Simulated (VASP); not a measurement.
# Si6O in VASP: notebook, part 2 of 2

VASP 6.6.1.

### 3 Single point, PBE, collinear spin, ferromagnetic start

INCAR

```
SYSTEM = Si6O
PREC = Accurate
ENCUT = 520
EDIFF = 1E-6
ISMEAR = 0
SIGMA = 0.05
LREAL = .False.
LASPH = .True.
NELM = 150
ALGO = Normal
ISIF = 2
LWAVE = .False.
LCHARG = .False.
ISPIN = 2
MAGMOM = 0 0 0 0 0 0 2
LORBIT = 11
LDIPOL = .True.
IDIPOL = 3
DIPOL = 0.5 0.5 0.364
GGA = PE
NBANDS = 28
```

KPOINTS

```
Automatic mesh
0
Gamma
  9 9 1
  0 0 0
```

POSCAR

```
Si6O
1.0
    3.8510821442      0.0000000000      0.0000000000
   -1.9255410721      3.3351349689      0.0000000000
    0.0000000000      0.0000000000     22.5320436023
Si O
6 1
Direct
    0.6666666667      0.3333333333      0.1775249538
    0.3333333333      0.6666666667      0.2130781088
    0.3333333333      0.6666666667      0.3187611744
    0.6666666667      0.3333333333      0.3526876124
    0.6666666667      0.3333333333      0.4598253233
    0.3333333333      0.6666666667      0.4896157578
    0.6666666667      1.3333333333      0.5359350400
```

Potentials or basis: VASP PAW PBE potentials, release 64 (Si, O).

On the command line:

```console
cat potpaw_PBE.64/Si/POTCAR potpaw_PBE.64/O/POTCAR > POTCAR
mpirun -np 1 vasp_std > vasp.out
```

OUTCAR:

```text
SYSTEM = Si6O
   PREC = Accurate
   ENCUT = 520
   EDIFF = 1E-6
   ISMEAR = 0
   LREAL = .False.
   LASPH = .True.
   NELM = 150
   ISIF = 2
   ISPIN = 2
   LORBIT = 11
   GGA = PE

 ion  position               nearest neighbor table
   1  0.667  0.333  0.178-   2 2.36   2 2.36   2 2.36
   2  0.333  0.667  0.213-   1 2.36   1 2.36   1 2.36   3 2.38
   3  0.333  0.667  0.319-   4 2.35   4 2.35   4 2.35   2 2.38
   4  0.667  0.333  0.353-   3 2.35   3 2.35   3 2.35   5 2.41
   5  0.667  0.333  0.460-   7 1.71   6 2.32   6 2.32   6 2.32   4 2.41
   6  0.333  0.667  0.490-   5 2.32   5 2.32   5 2.32   7 2.46   7 2.46   7 2.46
   7  0.667  0.333  0.536-   5 1.71   6 2.46   6 2.46   6 2.46

  LATTYP: Found a hexagonal cell.
 ALAT       =     3.8510821442
 C/A-ratio  =     5.8508343262

  Lattice vectors:

 A1 = (   3.8510821442,   0.0000000000,   0.0000000000)
 A2 = (  -1.9255410721,   3.3351349689,   0.0000000000)
 A3 = (   0.0000000000,   0.0000000000,  22.5320436023)

Analysis of symmetry for initial positions (statically):
=====================================================================
 Subroutine PRICEL returns:
 Original cell was already a primitive cell.

 Routine SETGRP: Setting up the symmetry group for a
 hexagonal supercell.

 Subroutine GETGRP returns: Found  6 space group operations
 (whereof  6 operations were pure point group operations)
 out of a pool of 24 trial point group operations.

The static configuration has the point symmetry C_3v.

Analysis of symmetry for dynamics (positions and initial velocities):
=====================================================================
 Subroutine PRICEL returns:
 Original cell was already a primitive cell.

 Routine SETGRP: Setting up the symmetry group for a
 hexagonal supercell.

 Subroutine GETGRP returns: Found  6 space group operations
 (whereof  6 operations were pure point group operations)
 out of a pool of 24 trial point group operations.

The dynamic configuration has the point symmetry C_3v.

Analysis of structural, dynamic, and magnetic symmetry:
=====================================================================
 Subroutine PRICEL returns:
 Original cell was already a primitive cell.

 Routine SETGRP: Setting up the symmetry group for a
 hexagonal supercell.

 Subroutine GETGRP returns: Found  6 space group operations
 (whereof  6 operations were pure point group operations)
 out of a pool of 24 trial point group operations.

The overall configuration has the point symmetry C_3v.

 Subroutine INISYM returns: Found  6 space group operations
 (whereof  6 operations are pure point group operations),
 and found     1 'primitive' translations

----------------------------------------------------------------------------------------

                                     Primitive cell

  volume of cell :     289.3988

  direct lattice vectors                    reciprocal lattice vectors
     3.851082144  0.000000000  0.000000000     0.259667273  0.149918970  0.000000000
    -1.925541072  3.335134969  0.000000000     0.000000000  0.299837940  0.000000000
     0.000000000  0.000000000 22.532043602     0.000000000  0.000000000  0.044381238

  length of vectors
[... 96 lines left out ...]
   IALGO  =     38    algorithm
   IMIX   =      4    mixing-type and parameters
     AMIX     =   0.40;   BMIX     =  1.00
     AMIX_MAG =   1.60;   BMIX_MAG =  1.00
  volume/ion in A,a.u.               =      41.34       278.99
  Fermi-wavevector in a.u.,A,eV,Ry     =   0.769041  1.453277  8.046819  0.591425
  Thomas-Fermi vector in A             =   1.869945
   LORBIT       =     11    0 simple, 1 ext, 2 COOP (PROOUT), +10 PAW based schemes
   GGA     = PE    functional components
   LHFCALC =     F    Hartree Fock is set to
   AEXX    =    0.0000 exact exchange contribution
   IVDW    =     0    specifies the selected vdW correction
   LEPSILON=     F    determine dielectric tensor
   LRPA    =     F    only Hartree local field effects (RPA)
 spin polarized calculation
 Gauss-broadening in eV      SIGMA  =   0.05
  energy-cutoff  :      520.00
  volume of cell :      289.40
 maximum number of plane-waves:      7845
 NGX is ok and might be reduce to    30
   NGX = 15   NGY = 15   NGZ = 83

 dipolmoment           0.000000      0.000000     -0.018446 electrons x Angstroem

 number of electron      29.9999997 magnetization       0.2339796

 number of electron      29.9999997 magnetization      -0.4845699

 dipolmoment           0.000000      0.000000      0.125609 electrons x Angstroem

 Free energy of the ion-electron system (eV)
  ---------------------------------------------------
  ext. energy  EPLUGINS =         0.00000000
  ---------------------------------------------------
  free energy    TOTEN  =       -35.34231158 eV

  energy without entropy =      -35.33757428  energy(sigma->0) =      -35.33994293

 E-fermi :  -0.7275     XC(G=0):  -4.8203

 val. band max:       -0.7569859775   @ k =   0.1111   0.1111   0.0000
 cond. band min:      -0.7045875807   @ k =   0.4444  -0.0000   0.0000
 fundamental gap:      0.0523983967
 Fermi energy:        -0.7274650491

 spin component 1

 k-point     1 :       0.0000    0.0000    0.0000
  band No.  band energies     occupation
      1     -19.5397      1.00000
      2     -12.2777      1.00000
      3     -11.1862      1.00000
      4     -10.3251      1.00000
      5      -6.3334      1.00000
      6      -4.7426      1.00000
[... 349 lines left out ...]
     26       5.8545      0.00000
     27       6.4245      0.00000
 Fermi energy:        -0.7274650491

 spin component 2

 k-point     1 :       0.0000    0.0000    0.0000
  band No.  band energies     occupation
      1     -19.4549      1.00000
      2     -12.3324      1.00000
      3     -11.2705      1.00000
      4     -10.3249      1.00000
      5      -6.4582      1.00000
      6      -4.6733      1.00000
[... 349 lines left out ...]
     26       5.7165      0.00000
     27       6.3543      0.00000
 [bands above 27 left out]

------------------------ aborting loop because EDIFF is reached ----------------------------------------

 vacuum level on the upper side and lower side of the slab       (xc-potential included)         0.696        -1.027

  FORCE on cell =-STRESS in cart. coord.  units (eV):
  Direction    XX          YY          ZZ          XY          YZ          ZX
  --------------------------------------------------------------------------------------
  -------------------------------------------------------------------------------------
  Total        0.7933535      0.7933535      0.0110428      0.0000000     -0.0000000      0.0000000
  in kB        4.3921842      4.3921842      0.0611354      0.0000000     -0.0000000      0.0000000
  external PRESSURE =       2.9485012 kB  Pullay stress =       0.0000000 kB

 VOLUME and BASIS-vectors are now :
 -----------------------------------------------------------------------------
  energy-cutoff  :      520.00
  volume of cell :      289.40
      direct lattice vectors                 reciprocal lattice vectors
     3.851082144  0.000000000  0.000000000     0.259667273  0.149918970  0.000000000
    -1.925541072  3.335134969  0.000000000     0.000000000  0.299837940  0.000000000
     0.000000000  0.000000000 22.532043602     0.000000000  0.000000000  0.044381238

 POSITION                                       TOTAL-FORCE (eV/Angst)
 -----------------------------------------------------------------------------------
      1.92554      1.11171      4.00000        -0.000000     -0.000000      0.474334
     -0.00000      2.22342      4.80109        -0.000000      0.000000     -0.617627
     -0.00000      2.22342      7.18234         0.000000     -0.000000     -0.100405
      1.92554      1.11171      7.94677        -0.000000      0.000000      0.336216
      1.92554      1.11171     10.36080        -0.000000     -0.000000     -0.144038
     -0.00000      2.22342     11.03204        -0.000000     -0.000000     -0.029829
      1.92554      1.11171     12.07571         0.000000      0.000000      0.081349
 -----------------------------------------------------------------------------------
    total drift:                               -0.000000      0.000000      0.000327

  FREE ENERGIE OF THE ION-ELECTRON SYSTEM (eV)
  ---------------------------------------------------
  free  energy   TOTEN  =       -35.3423115843 eV

  energy  without entropy=      -35.3375742788  energy(sigma->0) =      -35.33994293

 vacuum level on the upper side and lower side of the slab         5.647         3.889

 total charge

# of ion       s       p       d       tot
------------------------------------------
    1        0.799   0.838   0.000   1.637
    2        0.758   0.909   0.000   1.666
    3        0.767   0.908   0.000   1.676
    4        0.771   0.894   0.000   1.665
    5        0.741   0.912   0.000   1.653
    6        0.841   0.731   0.000   1.573
    7        1.610   3.302   0.000   4.912
--------------------------------------------------
tot          6.288   8.495   0.000  14.782

 magnetization (x)

# of ion       s       p       d       tot
------------------------------------------
    1       -0.026  -0.132   0.000  -0.158
    2       -0.002  -0.010   0.000  -0.013
    3       -0.005  -0.026   0.000  -0.032
    4        0.000   0.000   0.000   0.001
    5       -0.000   0.012   0.000   0.011
    6       -0.006   0.014   0.000   0.008
    7        0.000   0.051   0.000   0.051
--------------------------------------------------
tot         -0.040  -0.092   0.000  -0.132
```

Run time: 6.1 min. Hardware: 1 thread of Intel Xeon 6975P-C (Granite Rapids), shared host; peak memory 0.58 GiB.

What came out:

```yaml
Free_energy: -35.3423 eV
Largest_force: 0.618 eV/Å
Net_moment: -0.48 μB per cell
Site_moments: Si -0.16, -0.01, -0.03, +0.00, +0.01 (each value once); O +0.05 μB
Valence_electrons_inside_the_program's_atomic_spheres: Si 1.64, 1.67, 1.68, 1.65, 1.57 (each value once); O 4.91
```

Forces in eV/Å, atoms in the order of the input:
```
Si   0.000  0.000  0.474
Si   0.000  0.000 -0.618
Si   0.000  0.000 -0.100
Si   0.000  0.000  0.336
Si   0.000  0.000 -0.144
Si   0.000  0.000 -0.030
O    0.000  0.000  0.081
```

Levels at points of the mesh, in eV from the Fermi level:
Spin up:
```
           k point  band 13  band 14  band 15  band 16  band 17  band 18
(0.00, 0.00, 0.00)    -0.14    -0.10     0.62     0.62     1.45     1.58
```
Spin down:
| k point | band 12 | band 13 | band 14 | band 15 | band 16 | band 17 | band 18 | band 19 |
| --- | --- | --- | --- | --- | --- | --- | --- | --- |
| (0.00, 0.00, 0.00) | -0.55 | -0.23 | -0.23 | 0.70 | 0.70 | 1.30 | 1.49 | 2.50 |

### 4 Single point, PBE, collinear spin, ferromagnetic start

INCAR

```
ALGO = Normal ; DIPOL = 0.5 0.5 0.352
EDIFF = 1E-6 ; ENCUT = 520
GGA = PE ; IDIPOL = 3
ISIF = 2 ; ISMEAR = 0
ISPIN = 2 ; LASPH = True
LCHARG = False ; LDIPOL = True
LORBIT = 11 ; LREAL = False
LWAVE = False ; MAGMOM = 0 0 0 0 0 0 2
NBANDS = 28 ; NELM = 150
PREC = Accurate ; SIGMA = 0.05
```

KPOINTS

```
k-points
0
Gamma
  9 9 1
```

Changes to POSCAR since step 3:

```diff
@@ -14,2 +14,2 @@
     0.3333333333      0.6666666667      0.4896157578
-    0.6666666667      1.3333333333      0.5359350400
+    1.0000000000      1.0000000000      0.4499306407
```

On the command line:

```console
cat potpaw_PBE.64/Si/POTCAR potpaw_PBE.64/O/POTCAR > POTCAR
mpirun -np 1 vasp_std > vasp.out
```

Run time: 5.2 min. Hardware: 1 thread of Intel Xeon 6975P-C (Granite Rapids), shared host; peak memory 0.56 GiB.

It converged, with:

- Free energy: -34.8766 eV
- Largest force: 0.683 eV/Å
- Band gap on the k mesh: zero (filled and empty bands overlap)
- Net moment: 0.00 μB per cell
- Valence electrons inside the program's atomic spheres: Si 1.64, 1.66, 1.68, 1.67, 1.61, 1.60; O 4.86

Forces in eV/Å, atoms in the order of the input:
```
Si   0.000  0.000  0.494
Si   0.000  0.000 -0.683
Si   0.000  0.000  0.193
Si   0.000  0.000  0.061
Si   0.000  0.000 -0.558
Si   0.000  0.000  0.489
O    0.000  0.000  0.005
```

Levels at points of the mesh, in eV from the Fermi level:
Spin up:
```
           k point  band 13  band 14  band 15  band 16  band 17  band 18
(0.00, 0.00, 0.00)    -0.71    -0.60     0.03     0.03     0.87     1.53
```
Spin down:
```tsv
k point	band 12	band 13	band 14	band 15	band 16	band 17	band 18	band 19
(0.00, 0.00, 0.00)	-0.71	-0.71	-0.60	0.03	0.03	0.87	1.53	2.52
```

### 5 Summary

| cell | gap on the mesh (eV) | moment (μB) | largest force (eV/Å) |
| --- | --- | --- | --- |
| as given, atomic positions A | none | 0.45 | 1.56 |
| as given, atomic positions B | none | 0.48 | 0.62 |
| as given, atomic positions C | none | 0.00 | 0.68 |

Alike in all rows: task single point; level PBE; potentials or basis VASP PAW PBE potentials, release 64 (Si, O); spin collinear, ferromagnetic start; k mesh 9 × 9 × 1; cutoff (eV) 520; smearing gaussian 0.05 eV.

Total energies depend on the potentials used, so only differences within one code and one set of settings carry meaning.
